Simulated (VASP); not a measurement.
Write the native input for VASP 6.6.1 that does the following.

```yaml
Task: single point
Functional: PBE
Potentials_or_basis: VASP PAW PBE potentials, release 64 (Ti_sv)
Cutoff: 520 eV
k_mesh: 12 × 12 × 7
Occupations: fermi-dirac, width 0.1 eV
Spin: non-collinear spin, zero start, spin-orbit coupling
Starting_moments: "[[0.0, 0.0, 0.0], [0.0, 0.0, 0.0]] μB"
Dipole_correction: no
Further_INCAR_settings: ALGO = Normal; EDIFF = 1e-07; NBANDS = 36
```

The structure of Ti lies in POSCAR:

```
Ti
1.0
    2.9390756844      0.0000000000      0.0000000000
   -1.4695378422      2.5453142064      0.0000000000
    0.0000000000      0.0000000000      4.6559893251
Ti
2
Direct
    0.3333333333      0.6666666667      0.2500000000
    0.6666666667      0.3333333333      0.7500000000
```

One way to write it, as run:

INCAR

```
SYSTEM = Ti
  PREC = Accurate
  ENCUT = 520
  EDIFF = 1E-7
  ISMEAR = -1
  SIGMA = 0.1
  LREAL = .FALSE.
  LASPH = .TRUE.
  NELM = 150
  ALGO = Normal
  ISIF = 2
  LWAVE = .FALSE.
  LCHARG = .FALSE.
  MAGMOM = 0 0 0 0 0 0
  LORBIT = 11
  LSORBIT = .TRUE.
  GGA_COMPAT = .FALSE.
  LORBMOM = .TRUE.
  LMAXMIX = 4
  GGA = PE
  NBANDS = 36
```

KPOINTS

```
regular mesh
0
G
  12 12 7
  0 0 0
```

Potentials or basis: VASP PAW PBE potentials, release 64 (Ti_sv).

Launch:

```console
$ cat potpaw_PBE.64/Ti_sv/POTCAR > POTCAR
$ mpirun -np 1 vasp_ncl > vasp.out
```

It gave:

```
Pressure                                              : -0.3 GPa
Net moment                                            : 0.00 μB per cell
Valence electrons inside the program's atomic spheres : Ti 10.25
```

It took 4.2 min on 1 thread of Intel Xeon 6975P-C (shared host), peak memory 0.32 GiB.
